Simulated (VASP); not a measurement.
Cu:

```
Cu
1.0
     0.00000    1.80500    1.80500
     1.80500    0.00000    1.80500
     1.80500    1.80500    0.00000
Cu
1
Cartesian
  0.0000 0.0000 0.0000
```

Base run:

* Program: VASP 6.6.1
* Functional: PBE
* Potentials or basis: VASP PAW PBE potentials, release 64 (Cu_sv_GW)
* Cutoff: 700 eV
* k mesh: 10 × 10 × 10
* Occupations: gaussian, width 0.05 eV
* Spin: no spin polarisation

Its results: pressure -1.4 GPa.

The run is repeated on the same cell with these changes: potentials or basis from VASP PAW PBE potentials, release 64 (Cu_sv_GW) to VASP PAW PBE potentials, release 64 (Cu); cutoff from 700 eV to 520 eV; further incar settings from ALGO = Normal; EDIFF = 1e-06; NBANDS = 16 to ALGO = Fast; EDIFF = 1e-06; NBANDS = 12; valence electrons from 19 to 11. What comes out?

Pressure 3.5 GPa.
